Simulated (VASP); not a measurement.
Write the native input for VASP 6.6.1 that does the following.

```yaml
Task: single point
Functional: PBE
Potentials_or_basis: VASP PAW PBE potentials, release 64 (Li_sv, Cl)
Cutoff: 520 eV
k_mesh: 6 × 6 × 4
Occupations: gaussian, width 0.1 eV
Spin: no spin polarisation
Dipole_correction: no
Further_INCAR_settings: ALGO = Normal; EDIFF = 1e-06; NBANDS = 28
```

The structure of Li5Cl3 lies in POSCAR:

```
Li5Cl3
1.0
    5.3630015000      0.0000000000      0.0000000000
   -2.6815007500      4.6444955400      0.0000000000
    0.0000000000      0.0000000000      6.8069781700
Li Cl
5 3
Direct
    0.5000000000      0.0000000000      0.0000000000
    0.0000000000      0.5000000000      0.0000000000
    0.5000000000      0.5000000000      0.0000000000
    0.0000000000      0.0000000000      0.1754526100
    0.0000000000      0.0000000000      0.8245473900
    0.5000000000      0.0000000000      0.5000000000
    0.0000000000      0.5000000000      0.5000000000
    0.5000000000      0.5000000000      0.5000000000
```

The cell was generated, and may not be a known phase.

These files were run (other wordings do the same):

INCAR

```
SYSTEM = Li5Cl3
ALGO = Normal
EDIFF = 1E-6
ENCUT = 520
GGA = PE
ISIF = 2
ISMEAR = 0
LASPH = .TRUE.
LCHARG = .TRUE.
LELF = .TRUE.
LREAL = .FALSE.
LVHAR = .TRUE.
LWAVE = .FALSE.
NBANDS = 28
NELM = 80
PREC = Accurate
SIGMA = 0.1
```

KPOINTS

```
k-points
0
G
  6 6 4
  0 0 0
```

Potentials or basis: VASP PAW PBE potentials, release 64 (Li_sv, Cl).

Launch:

```console
$ cat potpaw_PBE.64/Li_sv/POTCAR potpaw_PBE.64/Cl/POTCAR > POTCAR
$ mpirun -np 1 vasp_std > vasp.out
```

Results of the run:

| Quantity | Value |
| --- | --- |
| Largest force | 1.572 eV/Å |
| Band gap on the k mesh | zero (bands 18 and 19 overlap by 1.44 eV) |

Caveat: forces of over 1 eV/Å act on the atoms, so gaps and moduli don't describe the material at rest.

Run time: 2.9 min on 1 thread of Intel Xeon 8259CL, with other jobs on the host, peak memory 0.3 GiB.
